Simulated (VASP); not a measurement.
# Cd (Im-3m) in VASP: single point with PBEsol

Aim: the single point of Cd with PBEsol.

All numbers are computed with VASP 6.6.1; they aren't measurements. Logs are shortened: lines on timing, memory, paths and dates and some standing lists are left out, and cuts for length are marked.

### 1 The cell of the first run

The structure is cubic, space group Im-3m (No. 229). Conventional cell: a = 3.488 Å, b = 3.488 Å, c = 3.488 Å, α = 90.00°, β = 90.00°, γ = 90.00°. Cd (site symmetry m-3m) has 14 Cd at 3.02 to 3.49 Å within 4.0 Å.

This isn't the form of Cd at room conditions, which is hcp.

### 2 Single point, PBEsol

File INCAR:

```
PREC     = Accurate       # precision mode
ENCUT    = 520            # plane-wave cutoff, eV
EDIFF    = 1E-7           # SCF threshold, eV
ISMEAR   = -1             # smearing method
SIGMA    = 0.13605693000000002 # smearing width, eV
LREAL    = False          # projectors in reciprocal space
LASPH    = True           # aspherical terms in the spheres
NELM     = 80             # most SCF steps
ALGO     = Normal         # electronic algorithm
ISIF     = 2              # what is computed and relaxed
LWAVE    = False          # write WAVECAR
LCHARG   = False          # write CHGCAR
GGA      = PS             # functional
NBANDS   = 12             # bands
```

File KPOINTS:

```
Automatic mesh
0
Gamma
  13 13 13
```

File POSCAR:

```
Cd
1.0
   -1.7437874955      1.7437874955      1.7437874955
    1.7437874955     -1.7437874955      1.7437874955
    1.7437874955      1.7437874955     -1.7437874955
Cd
1
Direct
    0.0000000000      0.0000000000      0.0000000000
```

Potentials or basis: VASP PAW PBE potentials, release 64 (Cd).

The run is started by

```
cat potpaw_PBE.64/Cd/POTCAR > POTCAR
mpirun -np 1 vasp_std > vasp.out
```

OUTCAR:

```text
PREC = Accurate
   ENCUT = 520
   EDIFF = 1E-7
   ISMEAR = -1
   LREAL = False
   LASPH = True
   NELM = 80
   ISIF = 2
   GGA = PS

 ion  position               nearest neighbor table
   1  0.000  0.000  0.000-

  LATTYP: Found a body centered cubic cell.
 ALAT       =     3.4875749910

  Lattice vectors:

 A1 = (  -1.7437874955,   1.7437874955,   1.7437874955)
 A2 = (   1.7437874955,  -1.7437874955,   1.7437874955)
 A3 = (   1.7437874955,   1.7437874955,  -1.7437874955)

Analysis of symmetry for initial positions (statically):
=====================================================================
 Subroutine PRICEL returns:
 Original cell was already a primitive cell.

 Routine SETGRP: Setting up the symmetry group for a
 body centered cubic supercell.

 Subroutine GETGRP returns: Found 48 space group operations
 (whereof 48 operations were pure point group operations)
 out of a pool of 48 trial point group operations.

The static configuration has the point symmetry O_h .

Analysis of symmetry for dynamics (positions and initial velocities):
=====================================================================
 Subroutine PRICEL returns:
 Original cell was already a primitive cell.

 Routine SETGRP: Setting up the symmetry group for a
 body centered cubic supercell.

 Subroutine GETGRP returns: Found 48 space group operations
 (whereof 48 operations were pure point group operations)
 out of a pool of 48 trial point group operations.

The dynamic configuration has the point symmetry O_h .

 Subroutine INISYM returns: Found 48 space group operations
 (whereof 48 operations are pure point group operations),
 and found     1 'primitive' translations

----------------------------------------------------------------------------------------

                                     Primitive cell

  volume of cell :      21.2100

  direct lattice vectors                    reciprocal lattice vectors
    -1.743787495  1.743787495  1.743787495     0.000000000  0.286732186  0.286732186
     1.743787495 -1.743787495  1.743787495     0.286732186  0.000000000  0.286732186
     1.743787495  1.743787495 -1.743787495     0.286732186  0.286732186  0.000000000

  length of vectors
     3.020328540  3.020328540  3.020328540     0.405500546  0.405500546  0.405500546

  position of ions in fractional coordinates (direct lattice)
     0.000000000  0.000000000  0.000000000

  ion indices of the primitive-cell ions
   primitive index   ion index
                 1           1

----------------------------------------------------------------------------------------

 KPOINTS: Automatic mesh

Automatic generation of k-mesh.
 Grid dimensions read from file:
 generate k-points for:   13   13   13

 Generating k-lattice:

  Cartesian coordinates                     Fractional coordinates (reciprocal lattice)
     0.000000000  0.022056322  0.022056322     0.076923077  0.000000000  0.000000000
     0.022056322  0.000000000  0.022056322     0.000000000  0.076923077  0.000000000
     0.022056322  0.022056322  0.000000000     0.000000000  0.000000000  0.076923077

  Length of vectors
     0.031192350  0.031192350  0.031192350

  Shift w.r.t. Gamma in fractional coordinates (k-lattice)
     0.000000000  0.000000000  0.000000000

 Subroutine IBZKPT returns following result:
 ===========================================

 Found     84 irreducible k-points:

 Following reciprocal coordinates:
            Coordinates               Weight
  0.000000  0.000000  0.000000      1.000000
  0.076923  0.000000  0.000000     12.000000
  0.153846  0.000000  0.000000     12.000000
  0.230769  0.000000  0.000000     12.000000
  0.307692  0.000000  0.000000     12.000000
  0.384615  0.000000  0.000000     12.000000
[... 16 lines left out ...]
  0.153846  0.076923  0.076923     24.000000
  0.230769  0.076923  0.076923     24.000000
 [... further k-points ...]
   k-points           NKPTS =     84   k-points in BZ     NKDIM =     84   number of bands    NBANDS=     12
   number of dos      NEDOS =    301   number of ions     NIONS =      1
   total plane-waves  NPLWV =  13824
   dimension x,y,z NGX =    24 NGY =   24 NGZ =   24
   dimension x,y,z NGXF=    48 NGYF=   48 NGZF=   48
   ions per type =               1
   NGX,Y,Z   is equivalent  to a cutoff of  13.21, 13.21, 13.21 a.u.
   NGXF,Y,Z  is equivalent  to a cutoff of  26.42, 26.42, 26.42 a.u.
 SYSTEM =  unknown system
   PREC   = accura    normal or accurate (medium, high low for compatibility)
   ISTART =      0    job   : 0-new  1-cont  2-samecut
   ICHARG =      2    charge: 1-file 2-atom 10-const
   ISPIN  =      1    spin polarized calculation?
   LNONCOLLINEAR =      F non collinear calculations
   LSORBIT =      F    spin-orbit coupling
   LASPH  =      T    aspherical Exc in radial PAW
   ENCUT  =  520.0 eV  38.22 Ry    6.18 a.u.   5.62  5.62  5.62*2*pi/ulx,y,z
   NELM   =     80;   NELMIN=  2; NELMDL= -5     # of ELM steps
   EDIFF  = 0.1E-06   stopping-criterion for ELM
   LREAL  =      F    real-space projection
   EDIFFG = 0.1E-05   stopping-criterion for IOM
   NSW    =      0    number of steps for IOM
   IBRION =     -1    ionic relax: 0-MD 1-quasi-New 2-CG
   NFREE  =      0    steps in history (QN), initial steepest desc. (CG)
   ISIF   =      2    stress and relaxation
   ISYM   =      2    0-nonsym 1-usesym 2-fastsym
   POTIM  = 0.5000    time-step for ionic-motion
   TEBEG  =    0.0;   TEEND  =   0.0 temperature during run
   PSTRESS=    0.0 pullay stress
   NELECT =      12.0000    total number of electrons
   NUPDOWN=      -1.0000    fix difference up-down
   EMIN   =  10.00;   EMAX   =-10.00  energy-range for DOS
   EFERMI =   0.00;   METHOD = LEGACY
   ISMEAR =    -1;   SIGMA  =   0.14  broadening in eV -4-tet -1-fermi 0-gaus
   EFERMI_NEDOS =   21; number of points for ismear=-14 and -15
   IALGO  =     38    algorithm
   IMIX   =      4    mixing-type and parameters
     AMIX     =   0.40;   BMIX     =  1.00
     AMIX_MAG =   1.60;   BMIX_MAG =  1.00
  volume/ion in A,a.u.               =      21.21       143.13
  Fermi-wavevector in a.u.,A,eV,Ry     =   1.354009  2.558707 24.944126  1.833342
  Thomas-Fermi vector in A             =   2.481217
   LORBIT       =      0    0 simple, 1 ext, 2 COOP (PROOUT), +10 PAW based schemes
   GGA     = PS    functional components
   LHFCALC =     F    Hartree Fock is set to
   AEXX    =    0.0000 exact exchange contribution
   IVDW    =     0    specifies the selected vdW correction
   LEPSILON=     F    determine dielectric tensor
   LRPA    =     F    only Hartree local field effects (RPA)
 non-spin polarized calculation
  energy-cutoff  :      520.00
  volume of cell :       21.21
 maximum number of plane-waves:       603
   NGX = 11   NGY = 11   NGZ = 11

 number of electron      11.9999994 magnetization

 Free energy of the ion-electron system (eV)
  ---------------------------------------------------
  ext. energy  EPLUGINS =         0.00000000
  ---------------------------------------------------
  free energy    TOTEN  =        -1.13871372 eV

  energy without entropy =       -1.11638680  energy(sigma->0) =       -1.12755026

 E-fermi :   2.9849     XC(G=0): -11.3181

 val. band max:        2.9771191726   @ k =   0.3846   0.0769   0.0769
 cond. band min:       3.1109519296   @ k =  -0.3846  -0.3846   0.0769
 fundamental gap:      0.1338327569
 Fermi energy:         2.9848813052

 k-point     1 :       0.0000    0.0000    0.0000
  band No.  band energies     occupation
      1      -6.3674      2.00000
      2      -6.3674      2.00000
      3      -6.3674      2.00000
      4      -6.1682      2.00000
      5      -5.6692      2.00000
      6      -5.6692      2.00000
      7      18.5853      0.00000
      8      18.5853      0.00000
      9      18.5853      0.00000
     10      19.7371      0.00000
     11      19.7371      0.00000
     12      19.7371      0.00000

 k-point     2 :       0.0769    0.0000    0.0000
  band No.  band energies     occupation
      1      -6.3884      2.00000
      2      -6.3676      2.00000
      3      -6.3072      2.00000
      4      -5.9982      2.00000
      5      -5.6884      2.00000
      6      -5.6683      2.00000
      7      17.0156      0.00000
      8      18.1004      0.00000
      9      18.3926      0.00000
     10      18.7390      0.00000
     11      18.9408      0.00000
     12      19.3481      0.00000

 k-point     3 :       0.1538    0.0000    0.0000
  band No.  band energies     occupation
      1      -6.4462      2.00000
      2      -6.4047      2.00000
      3      -6.1366      2.00000
      4      -5.7589      2.00000
      5      -5.6651      2.00000
      6      -5.4318      2.00000
      7      13.9292      0.00000
      8      16.6854      0.00000
      9      17.0540      0.00000
     10      17.9821      0.00000
     11      18.4036      0.00000
     12      19.8102      0.00000

 k-point     4 :       0.2308    0.0000    0.0000
  band No.  band energies     occupation
      1      -6.5268      2.00000
      2      -6.5015      2.00000
      3      -5.8859      2.00000
      4      -5.7754      2.00000
      5      -5.6593      2.00000
      6      -4.5343      2.00000
      7      10.7968      0.00000
      8      15.3348      0.00000
      9      15.4365      0.00000
     10      17.5686      0.00000
     11      18.0094      0.00000
     12      20.7807      0.00000

 k-point     5 :       0.3077    0.0000    0.0000
  band No.  band energies     occupation
      1      -6.6399      2.00000
      2      -6.6111      2.00000
      3      -5.7604      2.00000
      4      -5.6515      2.00000
      5      -5.6052      2.00000
      6      -3.2838      2.00000
      7       7.8270      0.00000
      8      14.0788      0.00000
      9      14.2599      0.00000
     10      17.2409      0.00000
     11      17.7718      0.00000
     12      22.1192      0.00000
[... 228 lines left out ...]
      1      -6.6926      2.00000
      2      -6.2663      2.00000
      3      -6.0638      2.00000
      4      -5.6552      2.00000
      5      -5.5576      2.00000
      6       2.3717      1.97818
      7       4.2783      0.00015
      8       4.7248      0.00001
      9      12.4433      0.00000
     10      19.9115      0.00000
     11      20.7607      0.00000
     12      23.4266      0.00000

 k-point    22 :       0.0769    0.0769    0.0769
  band No.  band energies     occupation
      1      -6.4378      2.00000
      2      -6.4378      2.00000
      3      -6.1361      2.00000
      4      -5.7044      2.00000
      5      -5.7044      2.00000
      6      -5.0347      2.00000
      7      14.0215      0.00000
      8      14.2089      0.00000
      9      14.2089      0.00000
     10      19.4580      0.00000
     11      20.7630      0.00000
     12      20.7630      0.00000

 k-point    23 :       0.1538    0.0769    0.0769
  band No.  band energies     occupation
      1      -6.5209      2.00000
      2      -6.4756      2.00000
      3      -5.9819      2.00000
      4      -5.7353      2.00000
      5      -5.6787      2.00000
      6      -4.0995      2.00000
      7      11.0045      0.00000
      8      12.7982      0.00000
      9      13.0623      0.00000
     10      19.7444      0.00000
     11      20.9442      0.00000
     12      21.5754      0.00000

 k-point    24 :       0.2308    0.0769    0.0769
  band No.  band energies     occupation
      1      -6.6009      2.00000
      2      -6.5691      2.00000
      3      -5.7824      2.00000
      4      -5.7136      2.00000
      5      -5.6578      2.00000
      6      -2.8394      2.00000
      7       8.0684      0.00000
      8      11.7164      0.00000
      9      12.1628      0.00000
     10      19.5331      0.00000
     11      20.5779      0.00000
     12      22.7007      0.00000

 [... further k-points ...]

------------------------ aborting loop because EDIFF is reached ----------------------------------------

  FORCE on cell =-STRESS in cart. coord.  units (eV):
  Direction    XX          YY          ZZ          XY          YZ          ZX
  --------------------------------------------------------------------------------------
  -------------------------------------------------------------------------------------
  Total        0.0949747      0.0949747      0.0949747     -0.0000000     -0.0000000     -0.0000000
  in kB        7.1742723      7.1742723      7.1742723     -0.0000000     -0.0000000     -0.0000000
  external PRESSURE =       7.1742723 kB  Pullay stress =       0.0000000 kB

 VOLUME and BASIS-vectors are now :
 -----------------------------------------------------------------------------
  energy-cutoff  :      520.00
  volume of cell :       21.21
      direct lattice vectors                 reciprocal lattice vectors
    -1.743787495  1.743787495  1.743787495     0.000000000  0.286732186  0.286732186
     1.743787495 -1.743787495  1.743787495     0.286732186  0.000000000  0.286732186
     1.743787495  1.743787495 -1.743787495     0.286732186  0.286732186  0.000000000

 POSITION                                       TOTAL-FORCE (eV/Angst)
 -----------------------------------------------------------------------------------
      0.00000      0.00000      0.00000        -0.000000     -0.000000     -0.000000
 -----------------------------------------------------------------------------------
    total drift:                                0.000000      0.000000      0.000000

  FREE ENERGIE OF THE ION-ELECTRON SYSTEM (eV)
  ---------------------------------------------------
  free  energy   TOTEN  =        -1.1387137209 eV

  energy  without entropy=       -1.1163868031  energy(sigma->0) =       -1.12755026
```

It took 8 s on 1 thread of AMD EPYC 9R45 (Zen 5), shared host; peak memory 0.12 GiB.

What came out:

```
Free energy            : -1.1387 eV
Pressure               : 0.7 GPa
Band gap on the k mesh : zero (bands 6 and 7 overlap by 3.40 eV)
```

Caveat: the PAW data sets were made with another functional, which shifts forces and pressure a little.

The gap in the log of VASP goes by the Fermi energy; the results here count the filled bands.